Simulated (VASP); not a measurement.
## Cu: single point with revPBE

Cu:

```
Cu
1.0
    -1.47422    1.47422    1.47422
     1.47422   -1.47422    1.47422
     1.47422    1.47422   -1.47422
Cu
1
Direct
  0.00000 0.00000 0.00000
```

This cell differs from its parent crystal: volume scaled by 1.04.

| Quantity | Value |
| --- | --- |
| Program | VASP 6.6.1 |
| Task | single point |
| Functional | revPBE |
| Potentials or basis | VASP PAW PBE potentials, release 64 (Cu) |
| Cutoff | 520 eV |
| k mesh | 17 × 17 × 17 |
| Occupations | fermi-dirac, width 0.1 eV |
| Spin | no spin polarisation |

| Quantity | Value |
| --- | --- |
| Pressure | -4.0 GPa |

Levels at points of the mesh, in eV from the Fermi level:
| k point | band 3 | band 4 | band 5 | band 6 | band 7 | band 8 | band 9 | band 10 |
| --- | --- | --- | --- | --- | --- | --- | --- | --- |
| (0.00, 0.00, 0.00) | -2.84 | -2.84 | -1.94 | -1.94 | 24.25 | 24.25 | 24.25 | 26.68 |

Wall time 16 s on 1 thread of AMD EPYC 7R13 Processor (Zen 3), on a shared host, peak memory 0.11 GiB.

Caveat: the PAW data sets were made with another functional, which shifts forces and pressure a little.
